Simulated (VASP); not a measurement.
Here is a VASP 6.6.1 calculation.

Contents of INCAR:

```
SYSTEM = C
ALGO = Normal
EDIFF = 1E-6
ENCUT = 520
GGA = PS
ISIF = 2
ISMEAR = 0
IVDW = 12
LASPH = .TRUE.
LCHARG = .FALSE.
LREAL = .FALSE.
LWAVE = .FALSE.
NBANDS = 16
NELM = 80
PREC = Accurate
SIGMA = 0.15
```

Contents of KPOINTS:

```
k-points
0
G
  21 21 8
  0 0 0
```

The input POSCAR:

```
C
1.0
    2.4777394570      0.0000000000      0.0000000000
   -1.2388697285      2.1457853137      0.0000000000
    0.0000000000      0.0000000000      6.3204655808
C
4
Direct
    0.0000000000      0.0000000000      0.0025000000
    0.0000000000      0.0000000000      0.5025000000
    0.3333333333      0.6666666667      0.0025000000
    0.6666666667      0.3333333333      0.5025000000
```

Potentials or basis: VASP PAW PBE potentials, release 64 (C).

Run with:

```sh
$ cat potpaw_PBE.64/C/POTCAR > POTCAR
$ mpirun -np 1 vasp_std > vasp.out
```

**Question.** Predict the pressure.

**Answer.** -5.9 GPa.

**Question.** Estimate the band gap on the k mesh.

**Answer.** Zero (band 8 reaches 5.04 eV, above the bottom of band 9 at 4.98 eV).

**Question.** What does it give for the dispersion energy per atom?

**Answer.** -0.117 eV.

Stress tensor (GPa, compression positive):
```
-9.71  0.00  0.00
 0.00 -9.71  0.00
 0.00  0.00  1.77
```

Caveat: the PAW data sets were made with another functional, which shifts forces and pressure a little.
